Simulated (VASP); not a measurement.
Here is a VASP 6.6.1 calculation.

INCAR

```
SYSTEM = Ba
PREC = Accurate
ENCUT = 520
EDIFF = 1E-7
ISMEAR = 0
SIGMA = 0.15
LREAL = .FALSE.
LASPH = .TRUE.
NELM = 60
ALGO = Fast
ISIF = 2
LWAVE = .FALSE.
LCHARG = .TRUE.
GGA = PE
LELF = .TRUE.
LVHAR = .TRUE.
NBANDS = 11
```

KPOINTS

```
Automatic mesh
0
G
  14 14 14
  0 0 0
```

Contents of POSCAR:

```
Ba
1.0
    1.7105119420      4.2762798551      4.2762798551
    4.2762798551      1.7105119420      4.2762798551
    4.2762798551      4.2762798551      1.7105119420
Ba
1
Direct
    0.0000000000      0.0000000000      0.0000000000
```

Potentials or basis: VASP PAW PBE potentials, release 64 (Ba_sv).

Run with:

```sh
$ cat potpaw_PBE.64/Ba_sv/POTCAR > POTCAR
$ mpirun -np 1 vasp_std > vasp.out
```

Task: Estimate the pressure.

Result: 3.0 GPa.

Task: What does it give for the band gap on the k mesh?

Result: Zero (bands 5 and 6 overlap by 1.04 eV).

Stress tensor (GPa, compression positive):
```
 3.01 -2.79 -2.79
-2.79  3.01 -2.79
-2.79 -2.79  3.01
```

Caveat: the cell stands under pressure; spin-orbit coupling is left out, which moves the levels of the heavy elements.
